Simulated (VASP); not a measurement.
# Mn (P6_3/mmc) in VASP: relaxation of cell and atoms with PBE

Aim: the relaxation of cell and atoms of Mn with PBE.

Everything below comes from runs of VASP 6.6.1. Logs are shortened: lines on timing, memory, paths and dates and some standing lists are left out, and cuts for length are marked.

**1. The cell of the first run**

The structure is hexagonal, space group P6_3/mmc (No. 194). The conventional cell has a = 2.479 Å, b = 2.479 Å, c = 4.026 Å, α = 90.00°, β = 90.00°, γ = 120.00°. Within 3.3 Å of Mn (site symmetry -6m2) lie 12 Mn at 2.47 to 2.48 Å.

This isn't the form of Mn at room conditions, which is a 58-atom cubic cell.

**2. Relaxation of cell and atoms, PBE**

INCAR

```
PREC = Accurate
ENCUT = 600
EDIFF = 1E-6
ISMEAR = 0
SIGMA = 0.1
LREAL = False
LASPH = True
NELM = 100
ALGO = Normal
ISIF = 3
LWAVE = False
LCHARG = False
GGA = PE
IBRION = 2
NSW = 80
EDIFFG = -0.01
```

KPOINTS

```
regular mesh
0
Gamma
  18 18 10
```

POSCAR

```
Mn
1.0
    2.4788850882      0.0000000000      0.0000000000
   -1.2394425441      2.1467774594      0.0000000000
    0.0000000000      0.0000000000      4.0258389932
Mn
2
Direct
    0.3333333333      0.6666666667      0.2500000000
    0.6666666667      0.3333333333      0.7500000000
```

Potentials or basis: VASP PAW PBE potentials, release 64 (Mn_pv).

The run is started by

```console
> cat potpaw_PBE.64/Mn_pv/POTCAR > POTCAR
> mpirun -np 1 vasp_std > vasp.out
```

OUTCAR:

```text
PREC = Accurate
   ENCUT = 600
   EDIFF = 1E-6
   ISMEAR = 0
   LREAL = False
   LASPH = True
   NELM = 100
   ISIF = 3
   GGA = PE
   IBRION = 2
   NSW = 80
   EDIFFG = -0.01

 ion  position               nearest neighbor table
   1  0.333  0.667  0.250-   2 2.47   2 2.47   2 2.47   2 2.47   2 2.47   2 2.47
   2  0.667  0.333  0.750-   1 2.47   1 2.47   1 2.47   1 2.47   1 2.47   1 2.47

  LATTYP: Found a hexagonal cell.
 ALAT       =     2.4788850882
 C/A-ratio  =     1.6240522856

  Lattice vectors:

 A1 = (   2.4788850882,   0.0000000000,   0.0000000000)
 A2 = (  -1.2394425441,   2.1467774594,   0.0000000000)
 A3 = (   0.0000000000,   0.0000000000,   4.0258389932)

Analysis of symmetry for initial positions (statically):
=====================================================================
 Subroutine PRICEL returns:
 Original cell was already a primitive cell.

 Routine SETGRP: Setting up the symmetry group for a
 hexagonal supercell.

 Subroutine GETGRP returns: Found 24 space group operations
 (whereof 12 operations were pure point group operations)
 out of a pool of 24 trial point group operations.

The static configuration has the point symmetry D_3d.
 The point group associated with its full space group is D_6h.

Analysis of symmetry for dynamics (positions and initial velocities):
=====================================================================
 Subroutine PRICEL returns:
 Original cell was already a primitive cell.

 Routine SETGRP: Setting up the symmetry group for a
 hexagonal supercell.

 Subroutine GETGRP returns: Found 24 space group operations
 (whereof 12 operations were pure point group operations)
 out of a pool of 24 trial point group operations.

The dynamic configuration has the point symmetry D_3d.
 The point group associated with its full space group is D_6h.

 Subroutine INISYM returns: Found 24 space group operations
 (whereof 12 operations are pure point group operations),
 and found     1 'primitive' translations

----------------------------------------------------------------------------------------

                                     Primitive cell

  volume of cell :      21.4240

  direct lattice vectors                    reciprocal lattice vectors
     2.478885088  0.000000000  0.000000000     0.403407163  0.232907234  0.000000000
    -1.239442544  2.146777459  0.000000000     0.000000000  0.465814468  0.000000000
     0.000000000  0.000000000  4.025838993     0.000000000  0.000000000  0.248395428

  length of vectors
     2.478885088  2.478885088  4.025838993     0.465814468  0.465814468  0.248395428

  position of ions in fractional coordinates (direct lattice)
     0.333333333  0.666666667  0.250000000
     0.666666667  0.333333333  0.750000000

  ion indices of the primitive-cell ions
   primitive index   ion index
                 1           1
                 2           2

----------------------------------------------------------------------------------------

 KPOINTS: regular mesh

Automatic generation of k-mesh.
 Grid dimensions read from file:
 generate k-points for:   18   18   10

 Generating k-lattice:

  Cartesian coordinates                     Fractional coordinates (reciprocal lattice)
     0.022411509  0.012939291  0.000000000     0.055555556 -0.000000000  0.000000000
     0.000000000  0.025878582  0.000000000     0.000000000  0.055555556  0.000000000
     0.000000000  0.000000000  0.024839543     0.000000000  0.000000000  0.100000000

  Length of vectors
     0.025878582  0.025878582  0.024839543

  Shift w.r.t. Gamma in fractional coordinates (k-lattice)
     0.000000000  0.000000000  0.000000000

 Subroutine IBZKPT returns following result:
 ===========================================

 Found    222 irreducible k-points:

 Following reciprocal coordinates:
            Coordinates               Weight
  0.000000  0.000000  0.000000      1.000000
  0.055556  0.000000  0.000000      6.000000
  0.111111  0.000000  0.000000      6.000000
  0.166667  0.000000  0.000000      6.000000
  0.222222  0.000000  0.000000      6.000000
  0.277778  0.000000  0.000000      6.000000
[... 16 lines left out ...]
  0.333333  0.111111  0.000000     12.000000
  0.388889  0.111111  0.000000     12.000000
 [... further k-points ...]
   k-points           NKPTS =    222   k-points in BZ     NKDIM =    222   number of bands    NBANDS=     17
   number of dos      NEDOS =    301   number of ions     NIONS =      2
   total plane-waves  NPLWV =  12800
   dimension x,y,z NGX =    20 NGY =   20 NGZ =   32
   dimension x,y,z NGXF=    40 NGYF=   40 NGZF=   64
   ions per type =               2
   NGX,Y,Z   is equivalent  to a cutoff of  13.41, 13.41, 13.21 a.u.
   NGXF,Y,Z  is equivalent  to a cutoff of  26.83, 26.83, 26.43 a.u.
 SYSTEM =  unknown system
   PREC   = accura    normal or accurate (medium, high low for compatibility)
   ISTART =      0    job   : 0-new  1-cont  2-samecut
   ICHARG =      2    charge: 1-file 2-atom 10-const
   ISPIN  =      1    spin polarized calculation?
   LNONCOLLINEAR =      F non collinear calculations
   LSORBIT =      F    spin-orbit coupling
   LASPH  =      T    aspherical Exc in radial PAW
   ENCUT  =  600.0 eV  44.10 Ry    6.64 a.u.   4.95  4.95  8.04*2*pi/ulx,y,z
   NELM   =    100;   NELMIN=  2; NELMDL= -5     # of ELM steps
   EDIFF  = 0.1E-05   stopping-criterion for ELM
   LREAL  =      F    real-space projection
   EDIFFG = -.1E-01   stopping-criterion for IOM
   NSW    =     80    number of steps for IOM
   IBRION =      2    ionic relax: 0-MD 1-quasi-New 2-CG
   NFREE  =      1    steps in history (QN), initial steepest desc. (CG)
   ISIF   =      3    stress and relaxation
   ISYM   =      2    0-nonsym 1-usesym 2-fastsym
   POTIM  = 0.5000    time-step for ionic-motion
   TEBEG  =    0.0;   TEEND  =   0.0 temperature during run
   PSTRESS=    0.0 pullay stress
   NELECT =      26.0000    total number of electrons
   NUPDOWN=      -1.0000    fix difference up-down
   EMIN   =  10.00;   EMAX   =-10.00  energy-range for DOS
   EFERMI =   0.00;   METHOD = LEGACY
   ISMEAR =     0;   SIGMA  =   0.10  broadening in eV -4-tet -1-fermi 0-gaus
   EFERMI_NEDOS =   21; number of points for ismear=-14 and -15
   IALGO  =     38    algorithm
   IMIX   =      4    mixing-type and parameters
     AMIX     =   0.40;   BMIX     =  1.00
     AMIX_MAG =   1.60;   BMIX_MAG =  1.00
  volume/ion in A,a.u.               =      10.71        72.29
  Fermi-wavevector in a.u.,A,eV,Ry     =   1.746222  3.299880 41.488104  3.049290
  Thomas-Fermi vector in A             =   2.817757
   LORBIT       =      0    0 simple, 1 ext, 2 COOP (PROOUT), +10 PAW based schemes
   GGA     = PE    functional components
   LHFCALC =     F    Hartree Fock is set to
   AEXX    =    0.0000 exact exchange contribution
   IVDW    =     0    specifies the selected vdW correction
   LEPSILON=     F    determine dielectric tensor
   LRPA    =     F    only Hartree local field effects (RPA)
 conjugate gradient relaxation of ions
 non-spin polarized calculation
 Gauss-broadening in eV      SIGMA  =   0.10
  energy-cutoff  :      600.00
  volume of cell :       21.42
 maximum number of plane-waves:       756
 NGX is ok and might be reduce to    20
   NGX =  9   NGY =  9   NGZ = 17

--------------------------------------- Ionic step        1  -------------------------------------------

 number of electron      26.0000022 magnetization

 Free energy of the ion-electron system (eV)
  ---------------------------------------------------
  ext. energy  EPLUGINS =         0.00000000
  ---------------------------------------------------
  free energy    TOTEN  =       -17.89355713 eV

  energy without entropy =      -17.87855811  energy(sigma->0) =      -17.88605762

------------------------ aborting loop because EDIFF is reached ----------------------------------------

  FORCE on cell =-STRESS in cart. coord.  units (eV):
  Direction    XX          YY          ZZ          XY          YZ          ZX
  --------------------------------------------------------------------------------------
  -------------------------------------------------------------------------------------
  Total        0.0244835      0.0244835     -0.1554514     -0.0000000     -0.0000000      0.0000000
  in kB        1.8309851      1.8309851    -11.6253303     -0.0000000     -0.0000000      0.0000000
  external PRESSURE =      -2.6544534 kB  Pullay stress =       0.0000000 kB
[... 129 lines left out ...]
  energy  without entropy=      -17.8786374057  energy(sigma->0) =      -17.88621741

--------------------------------------- Ionic step        5  -------------------------------------------

 number of electron      26.0000022 magnetization

 Free energy of the ion-electron system (eV)
  ---------------------------------------------------
  ext. energy  EPLUGINS =         0.00000000
  ---------------------------------------------------
  free energy    TOTEN  =       -17.89381722 eV

  energy without entropy =      -17.87869072  energy(sigma->0) =      -17.88625397

 E-fermi :  10.4216     XC(G=0): -14.0447

 val. band max:       10.4169826056   @ k =   0.1111   0.0000   0.0000
 cond. band min:      10.4216346582   @ k =   0.0556   0.0000   0.0000
 fundamental gap:      0.0046520526
 Fermi energy:        10.4216183086

 k-point     1 :       0.0000    0.0000    0.0000
  band No.  band energies     occupation
      1     -37.8514      2.00000
      2     -37.1805      2.00000
      3     -37.1805      2.00000
      4     -37.0743      2.00000
      5     -37.0743      2.00000
      6     -37.0653      2.00000
[... 9 lines left out ...]
     16      11.1756      0.00000
     17      12.0418      0.00000
[... 443 lines left out ...]
      1     -37.7226      2.00000
      2     -37.5990      2.00000
      3     -37.5043      2.00000
      4     -37.3806      2.00000
      5     -37.2495      2.00000
      6     -37.2104      2.00000
[... 9 lines left out ...]
     16      12.2969      0.00000
     17      13.8913      0.00000

 [... further k-points ...]
[... 5 lines left out ...]
  --------------------------------------------------------------------------------------
  -------------------------------------------------------------------------------------
  Total        0.0083384      0.0083384      0.0101035      0.0000000     -0.0000000      0.0000000
  in kB        0.6242329      0.6242329      0.7563717      0.0000000     -0.0000000      0.0000000
  external PRESSURE =       0.6682792 kB  Pullay stress =       0.0000000 kB
[... 17 lines left out ...]
  FREE ENERGIE OF THE ION-ELECTRON SYSTEM (eV)
  ---------------------------------------------------
  free  energy   TOTEN  =       -17.8938172184 eV

  energy  without entropy=      -17.8786907153  energy(sigma->0) =      -17.88625397

 reached required accuracy - stopping structural energy minimisation
```

Wall time 4.2 min (1 thread of Oxide Virtual Turin-like, shared host); peak memory 0.17 GiB.

Results:

- Free energy: -17.8938 eV
- Relaxed volume: 10.70 Å³/atom
- Relaxed cell: a = 2.481 Å, b = 2.481 Å, c = 4.014 Å, α = 90.00°, β = 90.00°, γ = 120.00°
- Space group after relaxing (to 0.1 Å): P6_3/mmc (No. 194)
- Energy gained by relaxing: 0.1 meV/atom
- Ionic steps: 5
- Pressure after relaxing: 0.1 GPa
- Band gap on the k mesh: zero (bands 13 and 14 overlap by 2.17 eV)

Step by step:
```tsv
step	energy change (eV)	largest force (eV/Å)	pressure (GPa)	volume (Å³)
1	0.0000	0.0000	-0.27	21.42
2	-0.0002	0.0000	0.28	21.37
3	-0.0002	0.0000	0.22	21.38
4	-0.0002	0.0000	-0.47	21.42
5	-0.0003	0.0000	0.07	21.40
```

Final structure:
```cif
data_structure
_symmetry_space_group_name_H-M 'P 1'
_symmetry_Int_Tables_number 1
_cell_length_a 2.4813
_cell_length_b 2.4813
_cell_length_c 4.0137
_cell_angle_alpha 90.000
_cell_angle_beta 90.000
_cell_angle_gamma 120.000
_cell_volume 21.40
loop_
_atom_site_label
_atom_site_type_symbol
_atom_site_fract_x
_atom_site_fract_y
_atom_site_fract_z
_atom_site_occupancy
Mn1 Mn 0.33333 0.66667 0.25000 1
Mn2 Mn 0.66667 0.33333 0.75000 1
```

Caveat: the run has no spin polarisation, though such a crystal can be magnetic. Spin polarisation is off, so any magnetic state and its effect on volume and gap are missing.
